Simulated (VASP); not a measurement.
AlP, 2 atoms in the cell. Symmetry: F-43m, No. 216, cubic system. Conventional cell: a = 5.395 Å, b = 5.395 Å, c = 5.395 Å, α = 90.00°, β = 90.00°, γ = 90.00°. Al (site symmetry -43m) has 4 P at 2.34 Å within 3.1 Å. P (site symmetry -43m) has 4 Al at 2.34 Å within 3.1 Å. 

* Program: VASP 6.6.1
* Task: single point
* Functional: LDA
* Potentials or basis: VASP PAW LDA potentials, release 64 (Al, P)
* Cutoff: 500 eV
* k mesh: 8 × 8 × 8
* Occupations: gaussian, width 0.01 eV
* Spin: no spin polarisation
* Dipole correction: no
* Further INCAR settings: ALGO = Normal; EDIFF = 1e-06; NBANDS = 11

Potentials or basis: VASP PAW LDA potentials, release 64 (Al, P).

Run with:

```sh
$ cat potpaw_LDA.64/Al/POTCAR potpaw_LDA.64/P/POTCAR > POTCAR
$ mpirun -np 1 vasp_std > vasp.out
```

Hardware: 1 thread of AMD EPYC 7R43 64-Core Processor (Zen 3) (shared host).

Q: How long does it take, and how much memory?

A: Run time: 17 s on 1 thread of AMD EPYC 7R43 64-Core Processor (Zen 3) (shared host), peak memory 0.1 GiB. Counts: scf iterations 12, k points 29.
